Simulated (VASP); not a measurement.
# C (Fd-3m) in VASP: a series of runs

Runs on C. Level: LDA. Tasks: relaxation of cell and atoms, single point.

Everything below comes from runs of VASP 6.6.1. Logs are shortened: lines on timing, memory, paths and dates and some standing lists are left out, and cuts for length are marked.

### 1 The cell of the first run

It takes space group Fd-3m (No. 227, cubic). The conventional cell has a = 3.531 Å, b = 3.531 Å, c = 3.531 Å, α = 90.00°, β = 90.00°, γ = 90.00°. Within 2.0 Å of C (site symmetry -43m) lie 4 C at 1.53 Å.

### 2 Relaxation of cell and atoms, LDA

The input, INCAR:

```
SYSTEM = C
PREC = Accurate ; ENCUT = 600
EDIFF = 1E-6 ; ISMEAR = 0
SIGMA = 0.02 ; LREAL = .FALSE.
LASPH = .TRUE. ; NELM = 80
ALGO = Normal ; ISIF = 3
LWAVE = .FALSE. ; LCHARG = .FALSE.
IBRION = 2 ; NSW = 100
EDIFFG = -0.002
```

The input, KPOINTS:

```
regular mesh
0
G
  12 12 12
  0 0 0
```

The input, POSCAR:

```
C
1.0
    0.0000000000      1.7654839623      1.7654839623
    1.7654839623      0.0000000000      1.7654839623
    1.7654839623      1.7654839623      0.0000000000
C
2
Direct
    0.5000000000      0.5000000000      0.5000000000
    0.7500000000      0.7500000000      0.7500000000
```

Potentials or basis: VASP PAW LDA potentials, release 64 (C).

The run is started by

```console
cat potpaw_LDA.64/C/POTCAR > POTCAR
mpirun -np 1 vasp_std > vasp.out
```

OUTCAR:

```text
SYSTEM = C
   PREC = Accurate
   ENCUT = 600
   EDIFF = 1E-6
   ISMEAR = 0
   LREAL = .FALSE.
   LASPH = .TRUE.
   NELM = 80
   ISIF = 3
   IBRION = 2
   NSW = 100
   EDIFFG = -0.002

 ion  position               nearest neighbor table
   1  0.500  0.500  0.500-   2 1.53   2 1.53   2 1.53   2 1.53
   2  0.750  0.750  0.750-   1 1.53   1 1.53   1 1.53   1 1.53

  LATTYP: Found a face centered cubic cell.
 ALAT       =     3.5309679246

  Lattice vectors:

 A1 = (   0.0000000000,   1.7654839623,   1.7654839623)
 A2 = (   1.7654839623,   0.0000000000,   1.7654839623)
 A3 = (   1.7654839623,   1.7654839623,   0.0000000000)

Analysis of symmetry for initial positions (statically):
=====================================================================
 Subroutine PRICEL returns:
 Original cell was already a primitive cell.

 Routine SETGRP: Setting up the symmetry group for a
 face centered cubic supercell.

 Subroutine GETGRP returns: Found 48 space group operations
 (whereof 24 operations were pure point group operations)
 out of a pool of 48 trial point group operations.

The static configuration has the point symmetry T_d .
 The point group associated with its full space group is O_h .

Analysis of symmetry for dynamics (positions and initial velocities):
=====================================================================
 Subroutine PRICEL returns:
 Original cell was already a primitive cell.

 Routine SETGRP: Setting up the symmetry group for a
 face centered cubic supercell.

 Subroutine GETGRP returns: Found 48 space group operations
 (whereof 24 operations were pure point group operations)
 out of a pool of 48 trial point group operations.

The dynamic configuration has the point symmetry T_d .
 The point group associated with its full space group is O_h .

 Subroutine INISYM returns: Found 48 space group operations
 (whereof 24 operations are pure point group operations),
 and found     1 'primitive' translations

----------------------------------------------------------------------------------------

                                     Primitive cell

  volume of cell :      11.0058

  direct lattice vectors                    reciprocal lattice vectors
     0.000000000  1.765483962  1.765483962    -0.283208463  0.283208463  0.283208463
     1.765483962  0.000000000  1.765483962     0.283208463 -0.283208463  0.283208463
     1.765483962  1.765483962  0.000000000     0.283208463  0.283208463 -0.283208463

  length of vectors
     2.496771364  2.496771364  2.496771364     0.490531448  0.490531448  0.490531448

  position of ions in fractional coordinates (direct lattice)
     0.500000000  0.500000000  0.500000000
     0.750000000  0.750000000  0.750000000

  ion indices of the primitive-cell ions
   primitive index   ion index
                 1           1
                 2           2

----------------------------------------------------------------------------------------

 KPOINTS: regular mesh

Automatic generation of k-mesh.
 Grid dimensions read from file:
 generate k-points for:   12   12   12

 Generating k-lattice:

  Cartesian coordinates                     Fractional coordinates (reciprocal lattice)
    -0.023600705  0.023600705  0.023600705     0.083333333  0.000000000  0.000000000
     0.023600705 -0.023600705  0.023600705     0.000000000  0.083333333  0.000000000
     0.023600705  0.023600705 -0.023600705     0.000000000  0.000000000  0.083333333

  Length of vectors
     0.040877621  0.040877621  0.040877621

  Shift w.r.t. Gamma in fractional coordinates (k-lattice)
     0.000000000  0.000000000  0.000000000

 Subroutine IBZKPT returns following result:
 ===========================================

 Found     72 irreducible k-points:

 Following reciprocal coordinates:
            Coordinates               Weight
  0.000000  0.000000  0.000000      1.000000
  0.083333  0.000000  0.000000      8.000000
  0.166667  0.000000  0.000000      8.000000
  0.250000  0.000000  0.000000      8.000000
  0.333333  0.000000  0.000000      8.000000
  0.416667  0.000000  0.000000      8.000000
[... 16 lines left out ...]
  0.500000  0.166667  0.000000     24.000000
 -0.416667  0.166667  0.000000     24.000000
 [... further k-points ...]
   k-points           NKPTS =     72   k-points in BZ     NKDIM =     72   number of bands    NBANDS=      8
   number of dos      NEDOS =    301   number of ions     NIONS =      2
   total plane-waves  NPLWV =   8000
   dimension x,y,z NGX =    20 NGY =   20 NGZ =   20
   dimension x,y,z NGXF=    40 NGYF=   40 NGZF=   40
   ions per type =               2
   NGX,Y,Z   is equivalent  to a cutoff of  13.32, 13.32, 13.32 a.u.
   NGXF,Y,Z  is equivalent  to a cutoff of  26.63, 26.63, 26.63 a.u.
 SYSTEM =  C
   PREC   = accura    normal or accurate (medium, high low for compatibility)
   ISTART =      0    job   : 0-new  1-cont  2-samecut
   ICHARG =      2    charge: 1-file 2-atom 10-const
   ISPIN  =      1    spin polarized calculation?
   LNONCOLLINEAR =      F non collinear calculations
   LSORBIT =      F    spin-orbit coupling
   LASPH  =      T    aspherical Exc in radial PAW
   ENCUT  =  600.0 eV  44.10 Ry    6.64 a.u.   4.99  4.99  4.99*2*pi/ulx,y,z
   NELM   =     80;   NELMIN=  2; NELMDL= -5     # of ELM steps
   EDIFF  = 0.1E-05   stopping-criterion for ELM
   LREAL  =      F    real-space projection
   EDIFFG = -.2E-02   stopping-criterion for IOM
   NSW    =    100    number of steps for IOM
   IBRION =      2    ionic relax: 0-MD 1-quasi-New 2-CG
   NFREE  =      1    steps in history (QN), initial steepest desc. (CG)
   ISIF   =      3    stress and relaxation
   ISYM   =      2    0-nonsym 1-usesym 2-fastsym
   POTIM  = 0.5000    time-step for ionic-motion
   TEBEG  =    0.0;   TEEND  =   0.0 temperature during run
   PSTRESS=    0.0 pullay stress
   NELECT =       8.0000    total number of electrons
   NUPDOWN=      -1.0000    fix difference up-down
   EMIN   =  10.00;   EMAX   =-10.00  energy-range for DOS
   EFERMI =   0.00;   METHOD = LEGACY
   ISMEAR =     0;   SIGMA  =   0.02  broadening in eV -4-tet -1-fermi 0-gaus
   EFERMI_NEDOS =   21; number of points for ismear=-14 and -15
   IALGO  =     38    algorithm
   IMIX   =      4    mixing-type and parameters
     AMIX     =   0.40;   BMIX     =  1.00
     AMIX_MAG =   1.60;   BMIX_MAG =  1.00
  volume/ion in A,a.u.               =       5.50        37.14
  Fermi-wavevector in a.u.,A,eV,Ry     =   1.471966  2.781612 29.479516  2.166683
  Thomas-Fermi vector in A             =   2.587038
   LORBIT       =      0    0 simple, 1 ext, 2 COOP (PROOUT), +10 PAW based schemes
   GGA     = CA    functional components
   LHFCALC =     F    Hartree Fock is set to
   AEXX    =    0.0000 exact exchange contribution
   IVDW    =     0    specifies the selected vdW correction
   LEPSILON=     F    determine dielectric tensor
   LRPA    =     F    only Hartree local field effects (RPA)
 conjugate gradient relaxation of ions
 non-spin polarized calculation
 Gauss-broadening in eV      SIGMA  =   0.02
  energy-cutoff  :      600.00
  volume of cell :       11.01
 maximum number of plane-waves:       380
   NGX =  9   NGY =  9   NGZ =  9

--------------------------------------- Ionic step        1  -------------------------------------------

 number of electron       7.9999998 magnetization

 Free energy of the ion-electron system (eV)
  ---------------------------------------------------
  ext. energy  EPLUGINS =         0.00000000
  ---------------------------------------------------
  free energy    TOTEN  =       -20.25198198 eV

  energy without entropy =      -20.25198198  energy(sigma->0) =      -20.25198198

------------------------ aborting loop because EDIFF is reached ----------------------------------------

  FORCE on cell =-STRESS in cart. coord.  units (eV):
  Direction    XX          YY          ZZ          XY          YZ          ZX
  --------------------------------------------------------------------------------------
  -------------------------------------------------------------------------------------
  Total        0.0784533      0.0784533      0.0784533     -0.0000000     -0.0000000     -0.0000000
  in kB       11.4208992     11.4208992     11.4208992     -0.0000000     -0.0000000     -0.0000000
  external PRESSURE =      11.4208992 kB  Pullay stress =       0.0000000 kB
[... 57 lines left out ...]
  energy  without entropy=      -20.2519121506  energy(sigma->0) =      -20.25191215

--------------------------------------- Ionic step        3  -------------------------------------------

 number of electron       7.9999998 magnetization

 Free energy of the ion-electron system (eV)
  ---------------------------------------------------
  ext. energy  EPLUGINS =         0.00000000
  ---------------------------------------------------
  free energy    TOTEN  =       -20.25207805 eV

  energy without entropy =      -20.25207805  energy(sigma->0) =      -20.25207805

 E-fermi :  10.2342     XC(G=0): -13.6345

 val. band max:       10.1327743039   @ k =   0.0000   0.0000   0.0000
 cond. band min:      14.3257165105   @ k =   0.3333   0.3333   0.0000
 fundamental gap:      4.1929422067
 Fermi energy:        10.2341937366

 k-point     1 :       0.0000    0.0000    0.0000
  band No.  band energies     occupation
      1     -11.5589      2.00000
      2      10.1328      2.00000
      3      10.1328      2.00000
      4      10.1328      2.00000
      5      15.7539      0.00000
      6      15.7539      0.00000
      7      15.7539      0.00000
      8      24.3288      0.00000
[... 243 lines left out ...]
 k-point    24 :      -0.4167    0.1667    0.0000
  band No.  band energies     occupation
      1      -5.1746      2.00000
      2      -2.6335      2.00000
      3       4.5851      2.00000
      4       6.4585      2.00000
      5      17.7219      0.00000
      6      20.4588      0.00000
      7      21.7555      0.00000
      8      25.7088      0.00000

 [... further k-points ...]
[... 5 lines left out ...]
  --------------------------------------------------------------------------------------
  -------------------------------------------------------------------------------------
  Total        0.0003349      0.0003349      0.0003349     -0.0000000      0.0000000      0.0000000
  in kB        0.0486409      0.0486409      0.0486409     -0.0000000      0.0000000      0.0000000
  external PRESSURE =       0.0486409 kB  Pullay stress =       0.0000000 kB
[... 17 lines left out ...]
  FREE ENERGIE OF THE ION-ELECTRON SYSTEM (eV)
  ---------------------------------------------------
  free  energy   TOTEN  =       -20.2520780502 eV

  energy  without entropy=      -20.2520780502  energy(sigma->0) =      -20.25207805

 reached required accuracy - stopping structural energy minimisation
```

Run time: 19 s. Hardware: 1 thread of AMD EPYC 7R13, shared host; peak memory 0.08 GiB.

Results:

* Free energy: -20.2521 eV
* Relaxed volume: 5.52 Å³/atom
* Relaxed cell: a = 2.499 Å, b = 2.499 Å, c = 2.499 Å, α = 60.00°, β = 60.00°, γ = 60.00°
* Space group after relaxing (to 0.05 Å): Fd-3m (No. 227)
* Energy gained by relaxing: 0.0 meV/atom
* Ionic steps: 3
* Pressure after relaxing: 0.0 GPa
* Band gap on the k mesh: 4.19 eV, indirect (least direct gap 5.62 eV)

Final structure:
```yaml
crystal:
  lattice:
    - [0.00000, 1.76692, 1.76692]
    - [1.76692, 0.00000, 1.76692]
    - [1.76692, 1.76692, 0.00000]
  atoms:
    - { symbol: C, position: [0.50000, 0.50000, 0.50000] }
    - { symbol: C, position: [0.75000, 0.75000, 0.75000] }
```

Levels at points of the mesh, in eV from the valence-band top:
| k point | band 2 | band 3 | band 4 | band 5 | band 6 | band 7 |
| --- | --- | --- | --- | --- | --- | --- |
| (0.00, 0.00, 0.00) | 0.00 | 0.00 | 0.00 | 5.62 | 5.62 | 5.62 |
| (0.50, 0.00, 0.00) | -13.67 | -2.86 | -2.86 | 8.50 | 8.50 | 9.40 |
| (0.50, 0.50, 0.00) | -12.81 | -6.46 | -6.46 | 4.77 | 4.77 | 17.05 |

A k mesh can miss the band edges. Expect the measured gap to be larger: semilocal functionals such as LDA lack the derivative discontinuity.

### 3 Single point, LDA

This run uses another cell than the first one, of 5.67 Å³/atom, 1.031 times its volume.

The input, INCAR:

```
SYSTEM = C
  ALGO = Normal
  EDIFF = 1E-6
  ENCUT = 910
  GGA = CA
  GGA_COMPAT = .False.
  ISIF = 2
  ISMEAR = 0
  LASPH = .True.
  LCHARG = .True.
  LELF = .True.
  LREAL = .False.
  LVHAR = .True.
  LWAVE = .False.
  NBANDS = 11
  NELM = 120
  PREC = Accurate
  SIGMA = 0.1
```

The input, KPOINTS:

```
k-points
0
Gamma
  8 8 8
  0 0 0
```

The input, POSCAR:

```
C
1.0
    0.0000000000      1.7834000000      1.7834000000
    1.7834000000      0.0000000000      1.7834000000
    1.7834000000      1.7834000000      0.0000000000
C
2
Direct
    0.5000000000      0.5000000000      0.5000000000
    0.7500000000      0.7500000000      0.7500000000
```

Potentials or basis: VASP PAW LDA potentials, release 64 (C_h).

The run is started by

```console
cat potpaw_LDA.64/C_h/POTCAR > POTCAR
mpirun -np 1 vasp_std > vasp.out
```

Wall time 4.9 s (1 thread of Intel Xeon 6975P-C (Granite Rapids), shared host); peak memory 0.13 GiB.

The run converged. Its results:

```yaml
Free_energy: -20.2546 eV
Pressure: -12.5 GPa
Band_gap_on_the_k_mesh: 4.10 eV, indirect (least direct gap 5.54 eV)
```

Levels at points of the mesh, in eV from the valence-band top:
```
           k point  band 2  band 3  band 4  band 5  band 6  band 7
(0.00, 0.00, 0.00)    0.00    0.00    0.00    5.54    5.54    5.54
(0.50, 0.00, 0.00)  -13.36   -2.79   -2.79    8.38    8.38    9.01
(0.50, 0.50, 0.00)  -12.61   -6.29   -6.29    4.71    4.71   16.62
```

Caveat: the cutoff is under 1.25 times the usual one of these potentials, so pressure, stress and relaxed cells hold a basis-set (Pulay) error. A k mesh can miss the band edges.

### 4 Single point, LDA

The input, INCAR:

```
PREC = Accurate ; ENCUT = 910
EDIFF = 1E-6 ; ISMEAR = 0
SIGMA = 0.02 ; LREAL = False
LASPH = True ; NELM = 120
ALGO = Normal ; ISIF = 2
LWAVE = False ; LCHARG = False
GGA = CA ; NBANDS = 11
GGA_COMPAT = False
```

The input, KPOINTS:

```
Automatic mesh
0
Gamma
  12 12 12
```

The input, POSCAR:

```
C
1.0
    0.0000000000      1.7657651611      1.7657651611
    1.7657651611      0.0000000000      1.7657651611
    1.7657651611      1.7657651611      0.0000000000
C
2
Direct
    0.5000000000      0.5000000000      0.5000000000
    0.7500000000      0.7500000000      0.7500000000
```

The run is started by

```console
cat potpaw_LDA.64/C_h/POTCAR > POTCAR
mpirun -np 1 vasp_std > vasp.out
```

Wall time 17 s (1 thread of Intel Xeon Platinum 8375C at 2.90GHz (Ice Lake), shared host); peak memory 0.13 GiB.

It converged, with:

| Item | Value |
| --- | --- |
| Free energy | -20.2668 eV |
| Pressure | 0.7 GPa |
| Band gap on the k mesh | 4.20 eV, indirect (least direct gap 5.63 eV) |

Levels at points of the mesh, in eV from the valence-band top:
```
           k point  band 1  band 2  band 3  band 4  band 5  band 6  band 7  band 8
(0.00, 0.00, 0.00)  -21.72    0.00    0.00    0.00    5.63    5.63    5.63   14.24
(0.50, 0.00, 0.00)  -15.71  -13.70   -2.87   -2.87    8.51    8.51    9.42   15.67
(0.50, 0.50, 0.00)  -12.82  -12.82   -6.47   -6.47    4.78    4.78   17.07   17.07
```

Caveat: the cutoff is under 1.25 times the usual one of these potentials, so pressure, stress and relaxed cells hold a basis-set (Pulay) error.

### 5 Overview

| task | potentials or basis | cell | k mesh | cutoff (eV) | smearing | second run | gap on the mesh (eV) | pressure (GPa) |
| --- | --- | --- | --- | --- | --- | --- | --- | --- |
| relaxation of cell and atoms | VASP PAW LDA potentials, release 64 (C) | relaxed from a = 2.497 Å, angles 60.0°, 2 atoms | 12 × 12 × 12 | 600 | gaussian 0.02 eV | - | 4.19 | 0.0 |
| single point | VASP PAW LDA potentials, release 64 (C_h) | a = 2.522 Å, angles 60.0°, 2 atoms | 8 × 8 × 8 | 910 | gaussian 0.1 eV | hard_potentials | 4.10 | -12.5 |
| single point | VASP PAW LDA potentials, release 64 (C_h) | a = 2.497 Å, angles 60.0°, 2 atoms | 12 × 12 × 12 | 910 | gaussian 0.02 eV | hard_potentials | 4.20 | 0.7 |

Alike in all rows: level LDA; no spin polarisation.

Caveats: the cutoff is under 1.25 times the usual one of these potentials, so pressure, stress and relaxed cells hold a basis-set (Pulay) error (some runs).

Total energies depend on the potentials used, so only differences within one code and one set of settings carry meaning.
